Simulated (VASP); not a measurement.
# Zr (P6_3/mmc) in VASP: further runs, part 2 of 3

VASP 6.6.1. Earlier steps stand in the parts before.

## Step 3: Electric field gradients, PBEsol

File INCAR:

```
SYSTEM = Zr
PREC = Accurate
ENCUT = 520
EDIFF = 1E-8
ISMEAR = -1
SIGMA = 0.08
LREAL = .FALSE.
LASPH = .TRUE.
NELM = 100
ALGO = Normal
ISIF = 2
LWAVE = .FALSE.
LCHARG = .FALSE.
GGA = PS
LEFG = .TRUE.
NBANDS = 19
```

File KPOINTS:

```
regular mesh
0
G
  13 13 7
  0 0 0
```

File POSCAR:

```
Zr
1.0
    3.2319982225      0.0000000000      0.0000000000
   -1.6159991112      2.7989925656      0.0000000000
    0.0000000000      0.0000000000      5.1470000000
Zr
2
Direct
    0.3333333333      0.6666666667      0.2500000000
    0.6666666667      0.3333333333      0.7500000000
```

Potentials or basis: VASP PAW PBE potentials, release 64 (Zr_sv).

Launch:

```
$ cat potpaw_PBE.64/Zr_sv/POTCAR > POTCAR
$ mpirun -np 1 vasp_std > vasp.out
```

OUTCAR:

```text
SYSTEM = Zr
   PREC = Accurate
   ENCUT = 520
   EDIFF = 1E-8
   ISMEAR = -1
   LREAL = .FALSE.
   LASPH = .TRUE.
   NELM = 100
   ISIF = 2
   GGA = PS

 ion  position               nearest neighbor table
   1  0.333  0.667  0.250-   2 3.18   2 3.18   2 3.18   2 3.18   2 3.18   2 3.18
   2  0.667  0.333  0.750-   1 3.18   1 3.18   1 3.18   1 3.18   1 3.18   1 3.18

  LATTYP: Found a hexagonal cell.
 ALAT       =     3.2319982225
 C/A-ratio  =     1.5925132521

  Lattice vectors:

 A1 = (   3.2319982225,   0.0000000000,   0.0000000000)
 A2 = (  -1.6159991112,   2.7989925656,   0.0000000000)
 A3 = (   0.0000000000,   0.0000000000,   5.1470000000)

Analysis of symmetry for initial positions (statically):
=====================================================================
 Subroutine PRICEL returns:
 Original cell was already a primitive cell.

 Routine SETGRP: Setting up the symmetry group for a
 hexagonal supercell.

 Subroutine GETGRP returns: Found 24 space group operations
 (whereof 12 operations were pure point group operations)
 out of a pool of 24 trial point group operations.

The static configuration has the point symmetry D_3d.
 The point group associated with its full space group is D_6h.

Analysis of symmetry for dynamics (positions and initial velocities):
=====================================================================
 Subroutine PRICEL returns:
 Original cell was already a primitive cell.

 Routine SETGRP: Setting up the symmetry group for a
 hexagonal supercell.

 Subroutine GETGRP returns: Found 24 space group operations
 (whereof 12 operations were pure point group operations)
 out of a pool of 24 trial point group operations.

The dynamic configuration has the point symmetry D_3d.
 The point group associated with its full space group is D_6h.

 Subroutine INISYM returns: Found 24 space group operations
 (whereof 12 operations are pure point group operations),
 and found     1 'primitive' translations

----------------------------------------------------------------------------------------

                                     Primitive cell

  volume of cell :      46.5615

  direct lattice vectors                    reciprocal lattice vectors
     3.231998223  0.000000000  0.000000000     0.309406111  0.178635701  0.000000000
    -1.615999111  2.798992566  0.000000000     0.000000000  0.357271403  0.000000000
     0.000000000  0.000000000  5.147000000     0.000000000  0.000000000  0.194287935

  length of vectors
     3.231998223  3.231998222  5.147000000     0.357271403  0.357271403  0.194287935

  position of ions in fractional coordinates (direct lattice)
     0.333333333  0.666666667  0.250000000
     0.666666667  0.333333333  0.750000000

  ion indices of the primitive-cell ions
   primitive index   ion index
                 1           1
                 2           2

[... 75 lines left out ...]
   IBRION =     -1    ionic relax: 0-MD 1-quasi-New 2-CG
   NFREE  =      0    steps in history (QN), initial steepest desc. (CG)
   ISIF   =      2    stress and relaxation
   ISYM   =      2    0-nonsym 1-usesym 2-fastsym
   POTIM  = 0.5000    time-step for ionic-motion
   TEBEG  =    0.0;   TEEND  =   0.0 temperature during run
   PSTRESS=    0.0 pullay stress
   NELECT =      24.0000    total number of electrons
   NUPDOWN=      -1.0000    fix difference up-down
   EMIN   =  10.00;   EMAX   =-10.00  energy-range for DOS
   EFERMI =   0.00;   METHOD = LEGACY
   ISMEAR =    -1;   SIGMA  =   0.08  broadening in eV -4-tet -1-fermi 0-gaus
   EFERMI_NEDOS =   21; number of points for ismear=-14 and -15
   IALGO  =     38    algorithm
   IMIX   =      4    mixing-type and parameters
     AMIX     =   0.40;   BMIX     =  1.00
     AMIX_MAG =   1.60;   BMIX_MAG =  1.00
  volume/ion in A,a.u.               =      23.28       157.11
  Fermi-wavevector in a.u.,A,eV,Ry     =   1.312612  2.480476 23.442147  1.722949
  Thomas-Fermi vector in A             =   2.442992
   LORBIT       =      0    0 simple, 1 ext, 2 COOP (PROOUT), +10 PAW based schemes
   GGA     = PS    functional components
   LHFCALC =     F    Hartree Fock is set to
   AEXX    =    0.0000 exact exchange contribution
   IVDW    =     0    specifies the selected vdW correction
   LEPSILON=     F    determine dielectric tensor
   LRPA    =     F    only Hartree local field effects (RPA)
 non-spin polarized calculation
  energy-cutoff  :      520.00
  volume of cell :       46.56
 maximum number of plane-waves:      1275
   NGX = 13   NGY = 13   NGZ = 19

 number of electron      24.0000000 magnetization

 Free energy of the ion-electron system (eV)
  ---------------------------------------------------
  ext. energy  EPLUGINS =         0.00000000
  ---------------------------------------------------
  free energy    TOTEN  =       -18.16716917 eV

  energy without entropy =      -18.12175238  energy(sigma->0) =      -18.14446077

 E-fermi :   8.8551     XC(G=0): -11.2020

 val. band max:        8.8536641439   @ k =   0.0769   0.0769   0.1429
 cond. band min:       8.8741704629   @ k =   0.3077   0.2308   0.2857
 fundamental gap:      0.0205063191
 Fermi energy:         8.8550544310

 k-point     1 :       0.0000    0.0000    0.0000
  band No.  band energies     occupation
      1     -39.8685      2.00000
      2     -39.7122      2.00000
      3     -18.4213      2.00000
      4     -17.5454      2.00000
      5     -17.5454      2.00000
      6     -17.4029      2.00000
[... 505 lines left out ...]
      6     -17.5861      2.00000
[... 11 lines left out ...]
     18      11.1553      0.00000
     19      13.6306      0.00000

 [... further k-points ...]

------------------------ aborting loop because EDIFF is reached ----------------------------------------

  FORCE on cell =-STRESS in cart. coord.  units (eV):
  Direction    XX          YY          ZZ          XY          YZ          ZX
  --------------------------------------------------------------------------------------
  -------------------------------------------------------------------------------------
  Total       -0.9995643     -0.9995643     -0.8113498     -0.0000000      0.0000000     -0.0000000
  in kB      -34.3949198    -34.3949197    -27.9184756     -0.0000000      0.0000000     -0.0000000
  external PRESSURE =     -32.2361050 kB  Pullay stress =       0.0000000 kB

 VOLUME and BASIS-vectors are now :
 -----------------------------------------------------------------------------
  energy-cutoff  :      520.00
  volume of cell :       46.56
      direct lattice vectors                 reciprocal lattice vectors
     3.231998223  0.000000000  0.000000000     0.309406111  0.178635701  0.000000000
    -1.615999111  2.798992566  0.000000000     0.000000000  0.357271403  0.000000000
     0.000000000  0.000000000  5.147000000     0.000000000  0.000000000  0.194287935

 POSITION                                       TOTAL-FORCE (eV/Angst)
 -----------------------------------------------------------------------------------
     -0.00000      1.86600      1.28675         0.000000     -0.000000      0.000000
      1.61600      0.93300      3.86025        -0.000000      0.000000      0.000000
 -----------------------------------------------------------------------------------
    total drift:                               -0.000000      0.000000     -0.000000

  FREE ENERGIE OF THE ION-ELECTRON SYSTEM (eV)
  ---------------------------------------------------
  free  energy   TOTEN  =       -18.1671691702 eV

  energy  without entropy=      -18.1217523752  energy(sigma->0) =      -18.14446077

 Electric field gradients (V/A^2)
---------------------------------------------------------------------
 ion       V_xx      V_yy      V_zz      V_xy      V_xz      V_yz
---------------------------------------------------------------------
   1     -20.832   -20.832    41.664     0.000     0.000    -0.000
   2     -20.832   -20.832    41.664     0.000    -0.000     0.000
---------------------------------------------------------------------

 Electric field gradients after diagonalization (V/A^2)
 (convention: |V_zz| > |V_xx| > |V_yy|)
----------------------------------------------------------------------
 ion       V_xx      V_yy      V_zz     asymmetry (V_yy - V_xx)/ V_zz
----------------------------------------------------------------------
   1     -20.832   -20.832    41.664       0.000
   2     -20.832   -20.832    41.664       0.000
----------------------------------------------------------------------

           NMR quadrupolar parameters

 Cq : quadrupolar parameter    Cq=e*Q*V_zz/h
 eta: asymmetry parameters     (V_yy - V_xx)/ V_zz
 Q  : nuclear electric quadrupole moment in mb (millibarn)
----------------------------------------------------------------------
 ion       Cq(MHz)       eta       Q (mb)
----------------------------------------------------------------------
   1       0.101       0.000       1.000
   2       0.101       0.000       1.000
----------------------------------------------------------------------
```

It took 59 s on 1 thread of Intel Xeon Platinum 8259CL at 2.50GHz (Skylake/Cascade Lake), shared host; peak memory 0.19 GiB.

What came out:

| Property | Result |
| --- | --- |
| Free energy | -18.1672 eV |
| Pressure | -3.2 GPa |
| Band gap on the k mesh | zero (bands 12 and 13 overlap by 1.08 eV) |
| Largest electric field gradient by atom | Zr +41.7 V/Å² |

Stress tensor (GPa, compression positive):
```
-3.44  0.00  0.00
 0.00 -3.44  0.00
 0.00  0.00 -2.79
```

Levels at points of the mesh, in eV from the Fermi level:
| k point | band 8 | band 9 | band 10 | band 11 | band 12 | band 13 | band 14 | band 15 | band 16 | band 17 |
| --- | --- | --- | --- | --- | --- | --- | --- | --- | --- | --- |
| (0.00, 0.00, 0.00) | -26.26 | -5.66 | -3.03 | 0.87 | 0.87 | 1.02 | 1.20 | 1.56 | 1.56 | 2.14 |

Electric field gradients, principal values (V/Å²):
```csv
atom,least,middle,greatest (by size)
1 Zr,-20.832,-20.832,41.664
2 Zr,-20.832,-20.832,41.664
```

Caveat: the cell stands under tension; without QUAD_EFG the Cq values of the log hold for a quadrupole moment of 1 mb, not for the nuclei; the PAW data sets were made with another functional, which shifts forces and pressure a little.

## Step 4: Electric field gradients, PBEsol (zz strain of +1 %)

File INCAR:

```
ALGO     = Normal         # electronic algorithm
EDIFF    = 1E-8           # SCF threshold, eV
ENCUT    = 520            # plane-wave cutoff, eV
GGA      = PS             # functional
ISIF     = 2              # what is computed and relaxed
ISMEAR   = -1             # smearing method
LASPH    = True           # aspherical terms in the spheres
LCHARG   = False          # write CHGCAR
LEFG     = True         
LREAL    = False          # projectors in reciprocal space
LWAVE    = False          # write WAVECAR
NBANDS   = 19             # bands
NELM     = 60             # most SCF steps
PREC     = Accurate       # precision mode
SIGMA    = 0.08           # smearing width, eV
```

File KPOINTS:

```
k-points
0
Gamma
  13 13 7
```

POSCAR, as its differences from that of step 3:

```diff
@@ -4,3 +4,3 @@
    -1.6159991112      2.7989925656      0.0000000000
-    0.0000000000      0.0000000000      5.1470000000
+    0.0000000000      0.0000000000      5.1984700000
 Zr
```

Potentials or basis: VASP PAW PBE potentials, release 64 (Zr_sv).

Launch:

```
$ cat potpaw_PBE.64/Zr_sv/POTCAR > POTCAR
$ mpirun -np 1 vasp_std > vasp.out
```

OUTCAR:

```text
EDIFF = 1E-8
   ENCUT = 520
   GGA = PS
   ISIF = 2
   ISMEAR = -1
   LASPH = True
   LREAL = False
   NELM = 60
   PREC = Accurate

 ion  position               nearest neighbor table
   1  0.333  0.667  0.250-   2 3.20   2 3.20   2 3.20   2 3.20   2 3.20   2 3.20
   2  0.667  0.333  0.750-   1 3.20   1 3.20   1 3.20   1 3.20   1 3.20   1 3.20

  LATTYP: Found a hexagonal cell.
 ALAT       =     3.2319982225
 C/A-ratio  =     1.6084383846

  Lattice vectors:

 A1 = (   3.2319982225,   0.0000000000,   0.0000000000)
[... 742 lines left out ...]
  ---------------------------------------------------
  free  energy   TOTEN  =       -18.1570548583 eV

  energy  without entropy=      -18.1113914652  energy(sigma->0) =      -18.13422316

 Electric field gradients (V/A^2)
---------------------------------------------------------------------
 ion       V_xx      V_yy      V_zz      V_xy      V_xz      V_yz
---------------------------------------------------------------------
   1     -17.764   -17.764    35.527     0.000     0.000    -0.000
   2     -17.764   -17.764    35.527     0.000    -0.000     0.000
---------------------------------------------------------------------

 Electric field gradients after diagonalization (V/A^2)
 (convention: |V_zz| > |V_xx| > |V_yy|)
----------------------------------------------------------------------
 ion       V_xx      V_yy      V_zz     asymmetry (V_yy - V_xx)/ V_zz
----------------------------------------------------------------------
   1     -17.764   -17.764    35.527       0.000
   2     -17.764   -17.764    35.527       0.000
----------------------------------------------------------------------

           NMR quadrupolar parameters

 Cq : quadrupolar parameter    Cq=e*Q*V_zz/h
 eta: asymmetry parameters     (V_yy - V_xx)/ V_zz
 Q  : nuclear electric quadrupole moment in mb (millibarn)
----------------------------------------------------------------------
 ion       Cq(MHz)       eta       Q (mb)
----------------------------------------------------------------------
   1       0.086       0.000       1.000
   2       0.086       0.000       1.000
----------------------------------------------------------------------
```

OSZICAR:

```text
N       E                     dE             d eps       ncg     rms          rms(c)
DAV:   1     0.210921122294E+03    0.21092E+03   -0.13249E+04  3192   0.125E+03
DAV:   2    -0.313121410526E+01   -0.21405E+03   -0.21022E+03  3761   0.365E+02
DAV:   3    -0.186211152595E+02   -0.15490E+02   -0.15340E+02  5759   0.705E+01
DAV:   4    -0.189957916570E+02   -0.37468E+00   -0.37424E+00  3800   0.113E+01
DAV:   5    -0.190073647707E+02   -0.11573E-01   -0.11570E-01  4644   0.135E+00    0.148E+01
DAV:   6    -0.182983901177E+02    0.70897E+00   -0.10596E+00  3495   0.754E+00    0.576E+00
DAV:   7    -0.181535564384E+02    0.14483E+00   -0.65870E-01  4591   0.513E+00    0.115E+00
DAV:   8    -0.181568425277E+02   -0.32861E-02   -0.34781E-02  4136   0.147E+00    0.256E-01
DAV:   9    -0.181570711529E+02   -0.22863E-03   -0.16729E-03  4276   0.346E-01    0.241E-02
DAV:  10    -0.181570512684E+02    0.19884E-04   -0.52502E-05  4571   0.400E-02    0.224E-02
DAV:  11    -0.181570550381E+02   -0.37697E-05   -0.89035E-06  3590   0.322E-02    0.160E-03
DAV:  12    -0.181570550665E+02   -0.28407E-07   -0.29704E-07  4232   0.379E-03    0.166E-03
DAV:  13    -0.181570549083E+02    0.15826E-06   -0.37330E-08  3274   0.975E-04    0.617E-04
DAV:  14    -0.181570548641E+02    0.44131E-07   -0.32378E-09  2039   0.607E-04    0.206E-04
DAV:  15    -0.181570548583E+02    0.58808E-08   -0.55896E-10  1947   0.233E-04
   1 F= -.18157055E+02 E0= -.18134223E+02  d E =-.456634E-01
```

stdout:

```text
POSCAR found type information on POSCAR Zr
 POSCAR found :  1 types and       2 ions
 scaLAPACK will be used
 -----------------------------------------------------------------------------
|                                                                             |
|                                                                             |
|     You enforced a specific xc type in the INCAR file but a different       |
|     I HOPE YOU KNOW WHAT YOU ARE DOING!                                     |
|                                                                             |
 -----------------------------------------------------------------------------

 LDA part: xc-table for (Slater+PW92), standard interpolation
 POSCAR, INCAR and KPOINTS ok, starting setup
 FFT: planning ... GRIDC
 FFT: planning ... GRID_SOFT
 FFT: planning ... GRID
 WAVECAR not read
 entering main loop
ion   1

ion   2
```

Wall time 54 s (1 thread of Intel Xeon Platinum 8259CL at 2.50GHz (Skylake/Cascade Lake), shared host); peak memory 0.19 GiB.

Results:

- Free energy: -18.1571 eV
- Pressure: -4.1 GPa
- Band gap on the k mesh: zero (bands 12 and 13 overlap by 1.10 eV)
- Largest electric field gradient by atom: Zr +35.5 V/Å²

Stress tensor (GPa, compression positive):
```
-4.05  0.00  0.00
 0.00 -4.05  0.00
 0.00  0.00 -4.31
```

Electric field gradients, principal values (V/Å²):
```csv
atom,least,middle,greatest (by size)
1 Zr,-17.764,-17.764,35.527
2 Zr,-17.764,-17.764,35.527
```

Caveat: the cell differs from its parent crystal (zz strain of +1 %); the cell stands under tension; without QUAD_EFG the Cq values of the log hold for a quadrupole moment of 1 mb, not for the nuclei; the PAW data sets were made with another functional, which shifts forces and pressure a little.

(Part 2 of 3 ends here.)
